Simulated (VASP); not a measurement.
# SrVO3 (Pm-3m) in VASP: a series of runs, part 2 of 2

VASP 6.6.1.

### Step 4. Single point, PBE, collinear spin, ferromagnetic start

This run uses another cell than the first one, of 11.52 Å³/atom, 1.017 times its volume.

INCAR reads:

```
SYSTEM = SrVO3
ALGO     = Normal         ! electronic algorithm
EDIFF    = 1E-6           ! SCF threshold, eV
ENCUT    = 520            ! plane-wave cutoff, eV
GGA      = PE             ! functional
ISIF     = 2              ! what is computed and relaxed
ISMEAR   = 0              ! smearing method
ISPIN    = 2              ! spin polarisation
LASPH    = .True.         ! aspherical terms in the spheres
LCHARG   = .False.        ! write CHGCAR
LMAXMIX  = 4              ! l up to which the mixer works
LORBIT   = 11             ! projections on sites
LREAL    = .False.        ! projectors in reciprocal space
LWAVE    = .False.        ! write WAVECAR
MAGMOM   = 0 0.42 0 0 0   ! initial moments
NBANDS   = 32             ! bands
NELM     = 150            ! most SCF steps
PREC     = Accurate       ! precision mode
SIGMA    = 0.05           ! smearing width, eV
```

KPOINTS reads:

```
k-points
0
Gamma
  6 6 6
  0 0 0
```

POSCAR reads:

```
SrVO3
1.0
    3.8617221083      0.0000000000      0.0000000000
    0.0000000000      3.8617221083      0.0000000000
    0.0000000000      0.0000000000      3.8617221083
Sr V O
1 1 3
Direct
    0.5000000000      0.5000000000      0.5000000000
    0.0000000000      0.0000000000      0.0000000000
    0.5000000000      0.0000000000      0.0000000000
    0.0000000000      0.5000000000      0.0000000000
    0.0000000000      0.0000000000      0.5000000000
```

Potentials or basis: VASP PAW PBE potentials, release 64 (Sr_sv, V_sv, O).

On the command line:

```bash
cat potpaw_PBE.64/Sr_sv/POTCAR potpaw_PBE.64/V_sv/POTCAR potpaw_PBE.64/O/POTCAR > POTCAR
mpirun -np 1 vasp_std > vasp.out
```

OUTCAR:

```text
SYSTEM = SrVO3
   EDIFF = 1E-6
   ENCUT = 520
   GGA = PE
   ISIF = 2
   ISMEAR = 0
   ISPIN = 2
   LASPH = .True.
   LORBIT = 11
   LREAL = .False.
   NELM = 150
   PREC = Accurate

 ion  position               nearest neighbor table
   1  0.500  0.500  0.500-   3 2.73   4 2.73   5 2.73   3 2.73   4 2.73   3 2.73   5 2.73   3 2.73
                             4 2.73   5 2.73   4 2.73   5 2.73   2 3.34   2 3.34   2 3.34   2 3.34
   2  0.000  0.000  0.000-   3 1.93   4 1.93   5 1.93   5 1.93   4 1.93   3 1.93   1 3.34   1 3.34
                             1 3.34   1 3.34   1 3.34   1 3.34   1 3.34   1 3.34
   3  0.500  0.000  0.000-   2 1.93   2 1.93   1 2.73   1 2.73   1 2.73   1 2.73
   4  0.000  0.500  0.000-   2 1.93   2 1.93   1 2.73   1 2.73   1 2.73   1 2.73
   5  0.000  0.000  0.500-   2 1.93   2 1.93   1 2.73   1 2.73   1 2.73   1 2.73

  LATTYP: Found a simple cubic cell.
 ALAT       =     3.8617221083

  Lattice vectors:

 A1 = (   3.8617221083,   0.0000000000,   0.0000000000)
 A2 = (   0.0000000000,   3.8617221083,   0.0000000000)
 A3 = (   0.0000000000,   0.0000000000,   3.8617221083)

Analysis of symmetry for initial positions (statically):
[... 1606 lines left out ...]
  -------------------------------------------------------------------------------------
  Total        0.1121325      0.1121325      0.1121325      0.0000000      0.0000000      0.0000000
  in kB        3.1195999      3.1195999      3.1195999      0.0000000      0.0000000      0.0000000
  external PRESSURE =       3.1195999 kB  Pullay stress =       0.0000000 kB

 VOLUME and BASIS-vectors are now :
 -----------------------------------------------------------------------------
  energy-cutoff  :      520.00
  volume of cell :       57.59
      direct lattice vectors                 reciprocal lattice vectors
     3.861722108  0.000000000  0.000000000     0.258951828  0.000000000  0.000000000
     0.000000000  3.861722108  0.000000000     0.000000000  0.258951828  0.000000000
     0.000000000  0.000000000  3.861722108     0.000000000  0.000000000  0.258951828

 POSITION                                       TOTAL-FORCE (eV/Angst)
 -----------------------------------------------------------------------------------
      1.93086      1.93086      1.93086         0.000000      0.000000      0.000000
      0.00000      0.00000      0.00000         0.000000      0.000000      0.000000
      1.93086      0.00000      0.00000         0.000000      0.000000      0.000000
      0.00000      1.93086      0.00000         0.000000      0.000000      0.000000
      0.00000      0.00000      1.93086         0.000000      0.000000      0.000000
 -----------------------------------------------------------------------------------
    total drift:                                0.000000     -0.000000      0.000000

  FREE ENERGIE OF THE ION-ELECTRON SYSTEM (eV)
  ---------------------------------------------------
  free  energy   TOTEN  =       -39.2689738125 eV

  energy  without entropy=      -39.2658627040  energy(sigma->0) =      -39.26741826

 total charge

# of ion       s       p       d       tot
------------------------------------------
    1        1.999   5.799   0.212   8.010
    2        2.279   6.337   2.933  11.549
    3        1.564   3.475   0.000   5.038
    4        1.564   3.475   0.000   5.038
    5        1.564   3.475   0.000   5.038
--------------------------------------------------
tot          8.969  22.561   3.144  34.674

 magnetization (x)

# of ion       s       p       d       tot
------------------------------------------
    1        0.000  -0.000   0.001   0.001
    2        0.001   0.001   0.152   0.155
    3       -0.000  -0.002   0.000  -0.003
    4       -0.000  -0.002   0.000  -0.003
    5       -0.000  -0.002   0.000  -0.003
--------------------------------------------------
tot          0.001  -0.006   0.153   0.148
```

OSZICAR:

```text
N       E                     dE             d eps       ncg     rms          rms(c)
DAV:   1     0.370204745665E+03    0.37020E+03   -0.21278E+04  2560   0.132E+03
DAV:   2    -0.269447341002E+02   -0.39715E+03   -0.38104E+03  3048   0.385E+02
DAV:   3    -0.491821715668E+02   -0.22237E+02   -0.22028E+02  3448   0.950E+01
DAV:   4    -0.498197313701E+02   -0.63756E+00   -0.63647E+00  3512   0.109E+01
DAV:   5    -0.498268731577E+02   -0.71418E-02   -0.71414E-02  3144   0.101E+00    0.377E+01
DAV:   6    -0.412389807755E+02    0.85879E+01   -0.48126E+01  2760   0.558E+01    0.185E+01
DAV:   7    -0.401070718838E+02    0.11319E+01   -0.22969E+01  2672   0.417E+01    0.175E+01
DAV:   8    -0.393125067966E+02    0.79457E+00   -0.18066E+00  2832   0.114E+01    0.646E+00
DAV:   9    -0.393261408126E+02   -0.13634E-01   -0.57295E-01  3056   0.592E+00    0.267E+00
DAV:  10    -0.392678955629E+02    0.58245E-01   -0.22254E-01  2760   0.429E+00    0.546E-01
DAV:  11    -0.392689338846E+02   -0.10383E-02   -0.61228E-03  2960   0.462E-01    0.313E-01
DAV:  12    -0.392689923965E+02   -0.58512E-04   -0.34747E-03  2976   0.319E-01    0.103E-01
DAV:  13    -0.392690310830E+02   -0.38686E-04   -0.62376E-04  2976   0.165E-01    0.119E-01
DAV:  14    -0.392689710566E+02    0.60026E-04   -0.21266E-04  2920   0.132E-01    0.196E-02
DAV:  15    -0.392689739026E+02   -0.28460E-05   -0.14919E-05  3272   0.250E-02    0.101E-02
DAV:  16    -0.392689738125E+02    0.90077E-07   -0.17810E-06  2048   0.105E-02
   1 F= -.39268974E+02 E0= -.39267418E+02  d E =-.311111E-02  mag=     0.1618
```

stdout:

```text
POSCAR found type information on POSCAR SrV O
 POSCAR found :  3 types and       5 ions
 scaLAPACK will be used
 LDA part: xc-table for (Slater+PW92), standard interpolation
 POSCAR, INCAR and KPOINTS ok, starting setup
 FFT: planning ... GRIDC
 FFT: planning ... GRID_SOFT
 FFT: planning ... GRID
 WAVECAR not read
 entering main loop
```

Run time: 34 s. Hardware: 1 thread of Intel Xeon 6975P-C (Granite Rapids), shared host; peak memory 0.22 GiB.

What came out:

```yaml
Free_energy: -39.2690 eV
Pressure: 0.3 GPa
Net_moment: 0.16 μB per cell
Site_moments: Sr +0.00; V +0.15; O -0.00 μB
Valence_electrons_inside_the_program's_atomic_spheres: Sr 8.01; V 11.55; O 5.04
```

Levels at points of the mesh, in eV from the Fermi level:
Spin up:
```tsv
k point	band 18	band 19	band 20	band 21	band 22	band 23
(0.00, 0.00, 0.00)	-2.30	-2.30	-2.30	-0.95	-0.95	-0.95
(0.50, 0.00, 0.00)	-3.95	-2.74	-2.74	-0.83	0.94	0.94
(0.50, 0.50, 0.00)	-3.50	-3.50	-2.01	0.92	0.92	1.26
(0.50, 0.50, 0.50)	-1.91	-1.91	-1.91	1.48	1.48	1.48
```
Spin down:
| k point | band 17 | band 18 | band 19 | band 20 | band 21 | band 22 | band 23 | band 24 |
| --- | --- | --- | --- | --- | --- | --- | --- | --- |
| (0.00, 0.00, 0.00) | -3.11 | -2.31 | -2.31 | -2.31 | -0.77 | -0.77 | -0.77 | 1.34 |
| (0.50, 0.00, 0.00) | -4.39 | -3.95 | -2.74 | -2.74 | -0.65 | 1.09 | 1.09 | 1.36 |
| (0.50, 0.50, 0.00) | -3.99 | -3.50 | -3.50 | -2.01 | 1.07 | 1.07 | 1.43 | 2.34 |
| (0.50, 0.50, 0.50) | -5.73 | -1.91 | -1.91 | -1.91 | 1.65 | 1.65 | 1.65 | 5.27 |

Caveat: semilocal functionals often make such compounds metallic where correlation or magnetic order opens a gap, which also shifts bond lengths. With open d or f shells a metallic result of PBE can be an artefact of self-interaction; +U or a hybrid may open a gap.

### Step 5. Summary

| level | spin | cell | k mesh | gap on the mesh (eV) | pressure (GPa) | moment (μB) |
| --- | --- | --- | --- | --- | --- | --- |
| r2SCAN | off | a = 3.840 Å, 5 atoms | 8 × 8 × 8 | none | -1.0 | - |
| PBE | collinear, ferromagnetic start | a = 3.854 Å, 5 atoms | 6 × 6 × 6 | none | 1.8 | 0.50 |
| PBE | collinear, ferromagnetic start | a = 3.862 Å, 5 atoms | 6 × 6 × 6 | none | 0.3 | 0.16 |

Alike in all rows: task single point; potentials or basis VASP PAW PBE potentials, release 64 (Sr_sv, V_sv, O); cutoff (eV) 520; smearing gaussian 0.05 eV.

Caveats: semilocal functionals often make such compounds metallic where correlation or magnetic order opens a gap, which also shifts bond lengths; the PAW data sets were made with another functional, which shifts forces and pressure a little (some runs); an odd number of electrons without spin polarisation forces a metal (some runs); a magnetic or distorted state may lie lower (some runs).

Absolute energies hang on the potentials; compare differences alone.
